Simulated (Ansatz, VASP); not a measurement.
## AlN: VASP beside Ansatz

File INCAR:

```
PREC = Accurate
ENCUT = 520
EDIFF = 1E-7
ISMEAR = -1
SIGMA = 0.1
LREAL = F
LASPH = T
NELM = 60
ALGO = Normal
ISIF = 2
LWAVE = F
LCHARG = F
GGA = PE
NBANDS = 11
```

Contents of KPOINTS:

```
Automatic mesh
0
Gamma
  15 15 15
```

Contents of POSCAR:

```
AlN
1.0
    2.5053991744      0.0000000000      0.0000000000
    0.0000000000      2.5053991744      0.0000000000
    0.0000000000      0.0000000000      2.5053991744
Al N
1 1
Direct
    0.0000000000      0.0000000000      0.0000000000
    0.5000000000      0.5000000000      0.5000000000
```

Input for Ansatz:

```yaml
crystal:
  lattice:
    - [2.5053991744, 0.0, 0.0]
    - [0.0, 2.5053991744, 0.0]
    - [0.0, 0.0, 2.5053991744]
  atoms:
    - { symbol: Al, position: [0.0, 0.0, 0.0] }
    - { symbol: "N", position: [0.5, 0.5, 0.5] }
kpoints:
  mp_grid: { grid: [15, 15, 15] }
scf:
  occupations: { method: fermi_dirac, width: 0.1 }
hamiltonian:
  xc: pbe
  pseudopotentials: { kind: paw }
output:
  forces: true
  stress: true
  eigenvalues: true
  populations: true
  write_density: true
  write_potential: true
  elf: true
  volumetric_format: npy
```

Change from the starting cell: volume scaled by 0.88, PAW files.

Alike in both runs: task single point; functional PBE; k mesh 15 × 15 × 15; occupations fermi-dirac, width 0.1 eV; no spin polarisation.

|  | VASP | Ansatz |
| --- | --- | --- |
| version | VASP 6.6.1 | Ansatz 0.2.0 |
| potentials or method | VASP PAW PBE potentials, release 64 (Al, N) | PAW with Ansatz's default frozen-core files, scalar-relativistic |
| plane-wave cutoff (eV) | 520 | 420 |
| valence electrons in the cell | 8 | 8 |

Ansatz gave:

* pressure (GPa): 31.7

Question: Which values does VASP return?

Answer: Pressure (GPa): 31.6.

Both programs put the cell under a high pressure, so it lies far from rest at this level.
